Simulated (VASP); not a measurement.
Input of a VASP 6.6.1 run:

The input INCAR:

```
SYSTEM = TlS2
PREC = Accurate
ENCUT = 520
EDIFF = 1E-6
ISMEAR = 0
SIGMA = 0.1
LREAL = .False.
LASPH = .True.
NELM = 80
ALGO = Fast
ISIF = 2
LWAVE = .False.
LCHARG = .True.
GGA = PE
LELF = .True.
LVHAR = .True.
NBANDS = 20
```

The input KPOINTS:

```
Automatic mesh
0
Gamma
  6 6 4
  0 0 0
```

Contents of POSCAR:

```
TlS2
1.0
    3.6292105024      0.0000000000      0.0000000000
    0.0000000000      3.6292105024      0.0000000000
    0.0000000000      0.0000000000      5.5149777575
Tl S
1 2
Direct
    0.5000000000      0.5000000000      0.5000000000
    0.0000000000      0.5000000000      0.0000000000
    0.5000000000      0.0000000000      0.0000000000
```

Potentials or basis: VASP PAW PBE potentials, release 64 (Tl_d, S).

Launch:

```console
$ cat potpaw_PBE.64/Tl_d/POTCAR potpaw_PBE.64/S/POTCAR > POTCAR
$ mpirun -np 1 vasp_std > vasp.out
```

(1) Estimate the band gap on the k mesh.

(2) Estimate the pressure.

Results:

(1) zero (an odd number of electrons rules out a gap without spin polarisation).

(2) -0.2 GPa.

Caveat: spin-orbit coupling is left out, which moves the levels of the heavy elements.
